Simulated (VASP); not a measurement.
A run of VASP 6.6.1:

File INCAR:

```
PREC = Accurate
ENCUT = 520
EDIFF = 1E-7
ISMEAR = 0
SIGMA = 0.02
LREAL = False
LASPH = True
NELM = 100
ALGO = Normal
ISIF = 2
LWAVE = False
LCHARG = True
GGA = PE
IVDW = 12
LELF = True
LVHAR = True
NBANDS = 35
```

File KPOINTS:

```
regular mesh
0
Gamma
  12 12 4
```

POSCAR

```
WS2
1.0
    3.1540974993      0.0000000029      0.0000000000
   -1.5770487521      2.7315285590      0.0000000000
    0.0000000000      0.0000000000     12.1405495879
W S
2 4
Direct
    0.3333333333      0.6666666667      0.2500000000
    0.6666666667      0.3333333333      0.7500000000
    0.3333333333      0.6666666667      0.6202943466
    0.6666666667      0.3333333333      0.1202943466
    0.3333333333      0.6666666667      0.8797056534
    0.6666666667      0.3333333333      0.3797056534
```

Potentials or basis: VASP PAW PBE potentials, release 64 (W_sv, S).

The run is started by

```sh
$ cat potpaw_PBE.64/W_sv/POTCAR potpaw_PBE.64/S/POTCAR > POTCAR
$ mpirun -np 1 vasp_std > vasp.out
```

Hardware: 1 thread of AMD EPYC 9R45 96-Core Processor (Zen 5) (shared host).

Task: Estimate the wall time of this run.

Result: It took 2.1 min on 1 thread of AMD EPYC 9R45 96-Core Processor (Zen 5), with other jobs on the host, peak memory 0.3 GiB. Counts: scf iterations 17, k points 57.
